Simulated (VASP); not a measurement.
# Na (P6_3/mmc) in VASP: further runs, part 2 of 2

VASP 6.6.1. Earlier steps stand in the parts before.

## (3) Electric field gradients, LDA (volume scaled by 0.96)

INCAR

```
ALGO     = Normal         # electronic algorithm
EDIFF    = 1E-8           # SCF threshold, eV
ENCUT    = 520            # plane-wave cutoff, eV
ISIF     = 2              # what is computed and relaxed
ISMEAR   = -1             # smearing method
LASPH    = True           # aspherical terms in the spheres
LCHARG   = False          # write CHGCAR
LEFG     = True         
LREAL    = False          # projectors in reciprocal space
LWAVE    = False          # write WAVECAR
NBANDS   = 14             # bands
NELM     = 60             # most SCF steps
PREC     = Accurate       # precision mode
SIGMA    = 0.05           # smearing width, eV
```

KPOINTS

```
k-points
0
Gamma
  11 11 6
```

POSCAR

```
Na
1.0
    3.7160893377      0.0000000000      0.0000000000
   -1.8580446689      3.2182277692      0.0000000000
    0.0000000000      0.0000000000      6.0708276422
Na
2
Direct
    0.3333333333      0.6666666667      0.2500000000
    0.6666666667      0.3333333333      0.7500000000
```

Potentials or basis: VASP PAW LDA potentials, release 64 (Na_pv).

Started as:

```
$ cat potpaw_LDA.64/Na_pv/POTCAR > POTCAR
$ mpirun -np 1 vasp_std > vasp.out
```

OUTCAR:

```text
EDIFF = 1E-8
   ENCUT = 520
   ISIF = 2
   ISMEAR = -1
   LASPH = True
   LREAL = False
   NELM = 60
   PREC = Accurate

 ion  position               nearest neighbor table
   1  0.333  0.667  0.250-
   2  0.667  0.333  0.750-

  LATTYP: Found a hexagonal cell.
 ALAT       =     3.7160893377
 C/A-ratio  =     1.6336603054

  Lattice vectors:

 A1 = (   3.7160893377,   0.0000000000,   0.0000000000)
 A2 = (  -1.8580446689,   3.2182277692,   0.0000000000)
 A3 = (   0.0000000000,   0.0000000000,   6.0708276422)

Analysis of symmetry for initial positions (statically):
=====================================================================
[... 620 lines left out ...]

  energy  without entropy=       -2.8842053382  energy(sigma->0) =       -2.88965019

 Electric field gradients (V/A^2)
---------------------------------------------------------------------
 ion       V_xx      V_yy      V_zz      V_xy      V_xz      V_yz
---------------------------------------------------------------------
   1       0.269     0.267    -0.537    -0.002    -0.000     0.000
   2       0.269     0.267    -0.537    -0.002     0.000    -0.000
---------------------------------------------------------------------

 Electric field gradients after diagonalization (V/A^2)
 (convention: |V_zz| > |V_xx| > |V_yy|)
----------------------------------------------------------------------
 ion       V_xx      V_yy      V_zz     asymmetry (V_yy - V_xx)/ V_zz
----------------------------------------------------------------------
   1       0.271     0.266    -0.537       0.008
   2       0.271     0.266    -0.537       0.008
----------------------------------------------------------------------

           NMR quadrupolar parameters

 Cq : quadrupolar parameter    Cq=e*Q*V_zz/h
 eta: asymmetry parameters     (V_yy - V_xx)/ V_zz
 Q  : nuclear electric quadrupole moment in mb (millibarn)
----------------------------------------------------------------------
 ion       Cq(MHz)       eta       Q (mb)
----------------------------------------------------------------------
   1      -0.001       0.008       1.000
   2      -0.001       0.008       1.000
----------------------------------------------------------------------
```

OSZICAR:

```text
N       E                     dE             d eps       ncg     rms          rms(c)
DAV:   1     0.100339906441E+03    0.10034E+03   -0.76030E+03  1800   0.951E+02
DAV:   2     0.876473815357E+00   -0.99463E+02   -0.98168E+02  1870   0.274E+02
DAV:   3    -0.284611556172E+01   -0.37226E+01   -0.37178E+01  2260   0.606E+01
DAV:   4    -0.289723120730E+01   -0.51116E-01   -0.51114E-01  2056   0.761E+00
DAV:   5    -0.289836170621E+01   -0.11305E-02   -0.11305E-02  2248   0.114E+00    0.277E-01
DAV:   6    -0.289627704331E+01    0.20847E-02   -0.14287E-03  2218   0.517E-01    0.182E-01
DAV:   7    -0.289512418747E+01    0.11529E-02   -0.20406E-03  2220   0.523E-01    0.300E-02
DAV:   8    -0.289509456958E+01    0.29618E-04   -0.23376E-04  2284   0.258E-01    0.454E-03
DAV:   9    -0.289509499208E+01   -0.42250E-06   -0.48338E-06  2212   0.337E-02    0.199E-03
DAV:  10    -0.289509504672E+01   -0.54635E-07   -0.62564E-07  2206   0.124E-02    0.197E-04
DAV:  11    -0.289509504933E+01   -0.26157E-08   -0.10233E-08  1574   0.117E-03
   1 F= -.28950950E+01 E0= -.28896502E+01  d E =-.108897E-01
```

Wall time 17 s (1 thread of Intel Xeon 6975P-C (Granite Rapids), shared host); peak memory 0.18 GiB.

What came out:

```yaml
Free_energy: -2.8951 eV
Pressure: -0.7 GPa
Band_gap_on_the_k_mesh: zero (band 7 reaches 2.03 eV, above the bottom of band 8 at -2.06 eV)
```

Levels at points of the mesh, in eV from the Fermi level:
```csv
k point,band 5,band 6,band 7,band 8,band 9,band 10
"(0.00, 0.00, 0.00)",-24.94,-24.94,-3.35,0.56,0.91,10.05
"(0.00, 0.00, 0.50)",-24.95,-24.95,-2.30,-2.30,5.55,5.55
```

Electric field gradients, principal values (V/Å²):
| atom | least | middle | greatest (by size) |
| --- | --- | --- | --- |
| 1 Na | 0.266 | 0.271 | -0.537 |
| 2 Na | 0.266 | 0.271 | -0.537 |

Caveat: without QUAD_EFG the Cq values of the log hold for a quadrupole moment of 1 mb, not for the nuclei.

## (4) Electric field gradients, LDA (volume scaled by 0.98)

INCAR

```
PREC     = Accurate       # precision mode
ENCUT    = 520            # plane-wave cutoff, eV
EDIFF    = 1E-8           # SCF threshold, eV
ISMEAR   = -1             # smearing method
SIGMA    = 0.05           # smearing width, eV
LREAL    = F              # projectors in reciprocal space
LASPH    = T              # aspherical terms in the spheres
NELM     = 60             # most SCF steps
ALGO     = Normal         # electronic algorithm
ISIF     = 2              # what is computed and relaxed
LWAVE    = F              # write WAVECAR
LCHARG   = F              # write CHGCAR
LEFG     = T            
NBANDS   = 14             # bands
```

KPOINTS

```
regular mesh
0
Gamma
  11 11 6
```

POSCAR

```
Na
1.0
    3.7417183499      0.0000000000      0.0000000000
   -1.8708591750      3.2404231448      0.0000000000
    0.0000000000      0.0000000000      6.1126967421
Na
2
Direct
    0.3333333333      0.6666666667      0.2500000000
    0.6666666667      0.3333333333      0.7500000000
```

Potentials or basis: VASP PAW LDA potentials, release 64 (Na_pv).

Started as:

```
$ cat potpaw_LDA.64/Na_pv/POTCAR > POTCAR
$ mpirun -np 1 vasp_std > vasp.out
```

OUTCAR:

```text
PREC = Accurate
   ENCUT = 520
   EDIFF = 1E-8
   ISMEAR = -1
   LREAL = F
   LASPH = T
   NELM = 60
   ISIF = 2

 ion  position               nearest neighbor table
   1  0.333  0.667  0.250-
   2  0.667  0.333  0.750-

  LATTYP: Found a hexagonal cell.
 ALAT       =     3.7417183499
 C/A-ratio  =     1.6336603054

  Lattice vectors:

 A1 = (   3.7417183499,   0.0000000000,   0.0000000000)
 A2 = (  -1.8708591750,   3.2404231448,   0.0000000000)
 A3 = (   0.0000000000,   0.0000000000,   6.1126967421)

Analysis of symmetry for initial positions (statically):
=====================================================================
 Subroutine PRICEL returns:
 Original cell was already a primitive cell.

 Routine SETGRP: Setting up the symmetry group for a
 hexagonal supercell.
[... 598 lines left out ...]
  energy-cutoff  :      520.00
  volume of cell :       74.11
      direct lattice vectors                 reciprocal lattice vectors
     3.741718350  0.000000000  0.000000000     0.267256887  0.154300836  0.000000000
    -1.870859175  3.240423145  0.000000000     0.000000000  0.308601672  0.000000000
     0.000000000  0.000000000  6.112696742     0.000000000  0.000000000  0.163593916

 POSITION                                       TOTAL-FORCE (eV/Angst)
 -----------------------------------------------------------------------------------
     -0.00000      2.16028      1.52817         0.000000     -0.000000      0.000000
      1.87086      1.08014      4.58452        -0.000000      0.000000      0.000000
 -----------------------------------------------------------------------------------
    total drift:                               -0.000000      0.000000     -0.000000

  FREE ENERGIE OF THE ION-ELECTRON SYSTEM (eV)
  ---------------------------------------------------
  free  energy   TOTEN  =        -2.8883671389 eV

  energy  without entropy=       -2.8773946609  energy(sigma->0) =       -2.88288090

 Electric field gradients (V/A^2)
---------------------------------------------------------------------
 ion       V_xx      V_yy      V_zz      V_xy      V_xz      V_yz
---------------------------------------------------------------------
   1       0.259     0.257    -0.517    -0.001     0.000    -0.000
   2       0.259     0.257    -0.517    -0.001    -0.000     0.000
---------------------------------------------------------------------

 Electric field gradients after diagonalization (V/A^2)
 (convention: |V_zz| > |V_xx| > |V_yy|)
----------------------------------------------------------------------
 ion       V_xx      V_yy      V_zz     asymmetry (V_yy - V_xx)/ V_zz
----------------------------------------------------------------------
   1       0.260     0.257    -0.517       0.006
   2       0.260     0.257    -0.517       0.006
----------------------------------------------------------------------

           NMR quadrupolar parameters

 Cq : quadrupolar parameter    Cq=e*Q*V_zz/h
 eta: asymmetry parameters     (V_yy - V_xx)/ V_zz
 Q  : nuclear electric quadrupole moment in mb (millibarn)
----------------------------------------------------------------------
 ion       Cq(MHz)       eta       Q (mb)
----------------------------------------------------------------------
   1      -0.001       0.006       1.000
   2      -0.001       0.006       1.000
----------------------------------------------------------------------
```

OSZICAR:

```text
N       E                     dE             d eps       ncg     rms          rms(c)
DAV:   1     0.986553204685E+02    0.98655E+02   -0.76570E+03  1792   0.946E+02
DAV:   2     0.667215097418E+00   -0.97988E+02   -0.97021E+02  1852   0.269E+02
DAV:   3    -0.284351972696E+01   -0.35107E+01   -0.35065E+01  2272   0.594E+01
DAV:   4    -0.289034151662E+01   -0.46822E-01   -0.46820E-01  2032   0.728E+00
DAV:   5    -0.289138923210E+01   -0.10477E-02   -0.10477E-02  2248   0.111E+00    0.274E-01
DAV:   6    -0.288944793233E+01    0.19413E-02   -0.14000E-03  2188   0.511E-01    0.181E-01
DAV:   7    -0.288839642686E+01    0.10515E-02   -0.20518E-03  2208   0.521E-01    0.297E-02
DAV:   8    -0.288836657286E+01    0.29854E-04   -0.23237E-04  2326   0.257E-01    0.457E-03
DAV:   9    -0.288836709931E+01   -0.52645E-06   -0.46844E-06  2212   0.329E-02    0.197E-03
DAV:  10    -0.288836713628E+01   -0.36968E-07   -0.65998E-07  2206   0.129E-02    0.206E-04
DAV:  11    -0.288836713894E+01   -0.26607E-08   -0.10517E-08  1652   0.120E-03
   1 F= -.28883671E+01 E0= -.28828809E+01  d E =-.109725E-01
```

It took 19 s on 1 thread of Intel Xeon 6975P-C (Granite Rapids), shared host; peak memory 0.18 GiB.

What came out:

| Property | Result |
| --- | --- |
| Free energy | -2.8884 eV |
| Pressure | -0.8 GPa |
| Band gap on the k mesh | zero (band 7 reaches 1.96 eV, above the bottom of band 8 at -2.09 eV) |

Electric field gradients, principal values (V/Å²):
```tsv
atom	least	middle	greatest (by size)
1 Na	0.257	0.260	-0.517
2 Na	0.257	0.260	-0.517
```

Caveat: without QUAD_EFG the Cq values of the log hold for a quadrupole moment of 1 mb, not for the nuclei.
